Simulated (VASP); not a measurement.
# Co (Fm-3m) in VASP: notebook, part 2 of 2

VASP 6.6.1. Earlier steps stand in the parts before.

## (3) Single point, PBE, collinear spin, ferromagnetic start

The input, INCAR:

```
SYSTEM = Co
ALGO     = Normal         ! electronic algorithm
EDIFF    = 1E-7           ! SCF threshold, eV
ENCUT    = 520            ! plane-wave cutoff, eV
GGA      = PE             ! functional
ISIF     = 2              ! what is computed and relaxed
ISMEAR   = -1             ! smearing method
ISPIN    = 2              ! spin polarisation
LASPH    = .TRUE.         ! aspherical terms in the spheres
LCHARG   = .FALSE.        ! write CHGCAR
LMAXMIX  = 4              ! l up to which the mixer works
LORBIT   = 11             ! projections on sites
LREAL    = .FALSE.        ! projectors in reciprocal space
LWAVE    = .FALSE.        ! write WAVECAR
MAGMOM   = 1.7            ! initial moments
NBANDS   = 14             ! bands
NELM     = 150            ! most SCF steps
PREC     = Accurate       ! precision mode
SIGMA    = 0.05           ! smearing width, eV
```

The input, KPOINTS:

```
k-points
0
G
  20 20 20
  0 0 0
```

The input, POSCAR:

```
Co
1.0
    0.0000000000      1.6455708167      1.6455708167
    1.6455708167      0.0000000000      1.6455708167
    1.6455708167      1.6455708167      0.0000000000
Co
1
Direct
    0.0000000000      0.0000000000      0.0000000000
```

Potentials or basis: VASP PAW PBE potentials, release 64 (Co).

Command:

```sh
cat potpaw_PBE.64/Co/POTCAR > POTCAR
mpirun -np 1 vasp_std > vasp.out
```

OUTCAR:

```text
SYSTEM = Co
   EDIFF = 1E-7
   ENCUT = 520
   GGA = PE
   ISIF = 2
   ISMEAR = -1
   ISPIN = 2
   LASPH = .TRUE.
   LORBIT = 11
   LREAL = .FALSE.
   NELM = 150
   PREC = Accurate

 ion  position               nearest neighbor table
   1  0.000  0.000  0.000-

  LATTYP: Found a face centered cubic cell.
 ALAT       =     3.2911416334

  Lattice vectors:

 A1 = (   0.0000000000,   1.6455708167,   1.6455708167)
 A2 = (   1.6455708167,   0.0000000000,   1.6455708167)
 A3 = (   1.6455708167,   1.6455708167,   0.0000000000)

Analysis of symmetry for initial positions (statically):
=====================================================================
 Subroutine PRICEL returns:
 Original cell was already a primitive cell.

 Routine SETGRP: Setting up the symmetry group for a
 face centered cubic supercell.

 Subroutine GETGRP returns: Found 48 space group operations
 (whereof 48 operations were pure point group operations)
 out of a pool of 48 trial point group operations.

The static configuration has the point symmetry O_h .

Analysis of symmetry for dynamics (positions and initial velocities):
=====================================================================
 Subroutine PRICEL returns:
 Original cell was already a primitive cell.

 Routine SETGRP: Setting up the symmetry group for a
 face centered cubic supercell.

 Subroutine GETGRP returns: Found 48 space group operations
 (whereof 48 operations were pure point group operations)
 out of a pool of 48 trial point group operations.

The dynamic configuration has the point symmetry O_h .

Analysis of structural, dynamic, and magnetic symmetry:
=====================================================================
 Subroutine PRICEL returns:
 Original cell was already a primitive cell.

 Routine SETGRP: Setting up the symmetry group for a
 face centered cubic supercell.

 Subroutine GETGRP returns: Found 48 space group operations
 (whereof 48 operations were pure point group operations)
 out of a pool of 48 trial point group operations.

The overall configuration has the point symmetry O_h .

 Subroutine INISYM returns: Found 48 space group operations
 (whereof 48 operations are pure point group operations),
 and found     1 'primitive' translations

----------------------------------------------------------------------------------------

                                     Primitive cell

  volume of cell :       8.9121

  direct lattice vectors                    reciprocal lattice vectors
     0.000000000  1.645570817  1.645570817    -0.303845933  0.303845933  0.303845933
     1.645570817  0.000000000  1.645570817     0.303845933 -0.303845933  0.303845933
     1.645570817  1.645570817  0.000000000     0.303845933  0.303845933 -0.303845933

  length of vectors
     2.327188567  2.327188567  2.327188567     0.526276594  0.526276594  0.526276594

  position of ions in fractional coordinates (direct lattice)
     0.000000000  0.000000000  0.000000000

  ion indices of the primitive-cell ions
   primitive index   ion index
                 1           1

----------------------------------------------------------------------------------------

 KPOINTS: k-points

Automatic generation of k-mesh.
 Grid dimensions read from file:
 generate k-points for:   20   20   20

 Generating k-lattice:

  Cartesian coordinates                     Fractional coordinates (reciprocal lattice)
[... 65 lines left out ...]
   NFREE  =      0    steps in history (QN), initial steepest desc. (CG)
   ISIF   =      2    stress and relaxation
   ISYM   =      2    0-nonsym 1-usesym 2-fastsym
   POTIM  = 0.5000    time-step for ionic-motion
   TEBEG  =    0.0;   TEEND  =   0.0 temperature during run
   PSTRESS=    0.0 pullay stress
   NELECT =       9.0000    total number of electrons
   NUPDOWN=      -1.0000    fix difference up-down
   EMIN   =  10.00;   EMAX   =-10.00  energy-range for DOS
   EFERMI =   0.00;   METHOD = LEGACY
   ISMEAR =    -1;   SIGMA  =   0.05  broadening in eV -4-tet -1-fermi 0-gaus
   EFERMI_NEDOS =   21; number of points for ismear=-14 and -15
   IALGO  =     38    algorithm
   IMIX   =      4    mixing-type and parameters
     AMIX     =   0.40;   BMIX     =  1.00
     AMIX_MAG =   1.60;   BMIX_MAG =  1.00
  volume/ion in A,a.u.               =       8.91        60.14
  Fermi-wavevector in a.u.,A,eV,Ry     =   1.642464  3.103806 36.704256  2.697687
  Thomas-Fermi vector in A             =   2.732762
   LORBIT       =     11    0 simple, 1 ext, 2 COOP (PROOUT), +10 PAW based schemes
   GGA     = PE    functional components
   LHFCALC =     F    Hartree Fock is set to
   AEXX    =    0.0000 exact exchange contribution
   IVDW    =     0    specifies the selected vdW correction
   LEPSILON=     F    determine dielectric tensor
   LRPA    =     F    only Hartree local field effects (RPA)
 spin polarized calculation
  energy-cutoff  :      520.00
  volume of cell :        8.91
 maximum number of plane-waves:       259
 NGX is ok and might be reduce to    18
   NGX =  9   NGY =  9   NGZ =  9

 number of electron       8.9999994 magnetization       1.4022588

 Free energy of the ion-electron system (eV)
  ---------------------------------------------------
  ext. energy  EPLUGINS =         0.00000000
  ---------------------------------------------------
  free energy    TOTEN  =        -6.68615582 eV

  energy without entropy =       -6.67568700  energy(sigma->0) =       -6.68092141

 E-fermi :  13.3876     XC(G=0): -14.6061

 val. band max:       13.3857179618   @ k =  -0.3000   0.4000   0.2000
 cond. band min:      13.3921835414   @ k =   0.5000   0.4500   0.0000
 fundamental gap:      0.0064655796
 Fermi energy:        13.3876053075

 spin component 1

 k-point     1 :       0.0000    0.0000    0.0000
  band No.  band energies     occupation
      1       3.2298      1.00000
      2      10.4244      1.00000
      3      10.4244      1.00000
      4      10.4244      1.00000
      5      11.9448      1.00000
      6      11.9448      1.00000
      7      38.0951      0.00000
      8      44.0203      0.00000
      9      44.0203      0.00000
     10      44.0203      0.00000
     11      48.4548      0.00000
     12      48.4548      0.00000
     13      48.4548      0.00000
     14      49.1293      0.00000
[... 379 lines left out ...]
      3      10.4782      1.00000
      4      10.9065      1.00000
      5      12.5915      1.00000
      6      13.1155      0.99568
      7      25.0561      0.00000
      8      36.8214      0.00000
      9      40.8271      0.00000
     10      43.6680      0.00000
     11      44.9915      0.00000
     12      46.8732      0.00000
     13      49.4363      0.00000
     14      52.8115      0.00000

 [... further k-points ...]

 spin component 2

 k-point     1 :       0.0000    0.0000    0.0000
  band No.  band energies     occupation
      1       3.2839      1.00000
      2      11.7939      1.00000
      3      11.7939      1.00000
      4      11.7939      1.00000
      5      13.6298      0.00781
      6      13.6298      0.00781
      7      37.8880      0.00000
      8      44.1474      0.00000
      9      44.1474      0.00000
     10      44.1474      0.00000
     11      48.7902      0.00000
     12      48.7902      0.00000
     13      48.7902      0.00000
     14      49.7082      0.00000
[... 379 lines left out ...]
      3      11.8436      1.00000
      4      11.9302      1.00000
      5      14.2092      0.00000
      6      14.6825      0.00000
      7      25.7031      0.00000
      8      36.7330      0.00000
      9      41.1138      0.00000
     10      44.0072      0.00000
     11      45.2900      0.00000
     12      47.1309      0.00000
     13      51.8071      0.00000
     14      53.7483      0.00000

 [... further k-points ...]
[... 5 lines left out ...]
  --------------------------------------------------------------------------------------
  -------------------------------------------------------------------------------------
  Total        3.6249705      3.6249705      3.6249705      0.0000000      0.0000000      0.0000000
  in kB      651.6814062    651.6814062    651.6814062      0.0000000      0.0000000      0.0000000
  external PRESSURE =     651.6814062 kB  Pullay stress =       0.0000000 kB

 VOLUME and BASIS-vectors are now :
 -----------------------------------------------------------------------------
  energy-cutoff  :      520.00
  volume of cell :        8.91
      direct lattice vectors                 reciprocal lattice vectors
     0.000000000  1.645570817  1.645570817    -0.303845933  0.303845933  0.303845933
     1.645570817  0.000000000  1.645570817     0.303845933 -0.303845933  0.303845933
     1.645570817  1.645570817  0.000000000     0.303845933  0.303845933 -0.303845933

 POSITION                                       TOTAL-FORCE (eV/Angst)
 -----------------------------------------------------------------------------------
      0.00000      0.00000      0.00000         0.000000      0.000000      0.000000
 -----------------------------------------------------------------------------------
    total drift:                                0.000000     -0.000000     -0.000000

  FREE ENERGIE OF THE ION-ELECTRON SYSTEM (eV)
  ---------------------------------------------------
  free  energy   TOTEN  =        -6.6861558240 eV

  energy  without entropy=       -6.6756870039  energy(sigma->0) =       -6.68092141

 total charge

# of ion       s       p       d       tot
------------------------------------------
    1        0.584   0.719   7.434   8.738

 magnetization (x)

# of ion       s       p       d       tot
------------------------------------------
    1       -0.015  -0.047   1.447   1.385
```

Wall time 36 s (1 thread of Intel Xeon 6975P-C (Granite Rapids), shared host); peak memory 0.16 GiB.

Results:

```yaml
Free_energy: -6.6862 eV
Pressure: 65.2 GPa
Net_moment: 1.40 μB per cell
Site_moments: Co +1.39 μB
Valence_electrons_inside_the_program's_atomic_spheres: Co 8.74
```

Levels at points of the mesh, in eV from the Fermi level:
Spin up:
| k point | band 2 | band 3 | band 4 | band 5 | band 6 | band 7 | band 8 | band 9 |
| --- | --- | --- | --- | --- | --- | --- | --- | --- |
| (0.00, 0.00, 0.00) | -2.96 | -2.96 | -2.96 | -1.44 | -1.44 | 24.71 | 30.63 | 30.63 |
| (0.50, 0.00, 0.00) | -3.10 | -3.10 | -0.32 | -0.28 | -0.28 | 8.17 | 23.20 | 28.73 |
| (0.50, 0.50, 0.00) | -5.60 | -0.37 | 0.04 | 0.04 | 3.03 | 11.89 | 17.13 | 17.13 |
Spin down:
```tsv
k point	band 2	band 3	band 4	band 5	band 6	band 7
(0.00, 0.00, 0.00)	-1.59	-1.59	-1.59	0.24	0.24	24.50
(0.50, 0.00, 0.00)	-1.66	-1.66	-0.30	1.38	1.38	9.09
(0.50, 0.50, 0.00)	-4.53	1.40	1.65	1.65	3.11	12.73
```

Caveat: the cell stands under pressure.
